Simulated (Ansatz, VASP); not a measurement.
## Fe in VASP and in Ansatz

File INCAR:

```
SYSTEM = Fe
PREC = Accurate
ENCUT = 600
EDIFF = 1E-6
ISMEAR = 1
SIGMA = 1.0
LREAL = .False.
LASPH = .True.
NELM = 120
ALGO = Normal
ISIF = 2
LWAVE = .False.
LCHARG = .True.
LELF = .True.
LVHAR = .True.
NBANDS = 10
GGA_COMPAT = .False.
```

File KPOINTS:

```
Automatic mesh
0
Gamma
  16 16 16
  0 0 0
```

File POSCAR:

```
Fe
1.0
   -1.3498227879      1.3498227879      1.3498227879
    1.3498227879     -1.3498227879      1.3498227879
    1.3498227879      1.3498227879     -1.3498227879
Fe
1
Direct
    0.0000000000      0.0000000000      0.0000000000
```

Input for Ansatz:

```yaml
crystal:
  lattice:
    - [-1.3498227879, 1.3498227879, 1.3498227879]
    - [1.3498227879, -1.3498227879, 1.3498227879]
    - [1.3498227879, 1.3498227879, -1.3498227879]
  atoms:
    - { symbol: Fe, position: [0.0, 0.0, 0.0] }
hamiltonian:
  xc: lda
  pseudopotentials:
    kind: paw
    azcp:
      Fe: "pseudopotentials/Fe.paw.azcp"
basis:
  ecutwfc: 420
  fft_grid_basis: typed
kpoints:
  mp_grid: { grid: [16, 16, 16], shift: [0, 0, 0] }
magnetization:
  spin_polarized: false
scf:
  occupations: { method: cold, width: 1.0 }
  lower_state_search: "off"
output:
  stress: true
```

Alike in both runs: task single point; functional LDA; k mesh 16 × 16 × 16; no spin polarisation.

|  | VASP | Ansatz |
| --- | --- | --- |
| version | VASP 6.6.1 | Ansatz 0.2.0 |
| potentials or method | VASP PAW LDA potentials, release 64 (Fe), cutoff 600 eV | plane waves (420 eV) with PAW, scalar-relativistic |
| occupations | methfessel-paxton of order 1, width 1 eV | cold, width 1 eV |
| valence electrons in the cell | 8 | 16 |

|  | VASP | Ansatz | Ansatz less VASP |
| --- | --- | --- | --- |
| pressure (GPa) | 2.3 | 3.0 | +0.73 |

Ansatz warns that its potentials were made for another functional, while VASP's fit it. LDA's correlation is that of Perdew and Zunger in VASP and of Perdew and Wang (1992) in Ansatz. VASP's potentials hold 8 valence electrons a cell and Ansatz's 16, so a difference there can come from the potentials and not from the codes.
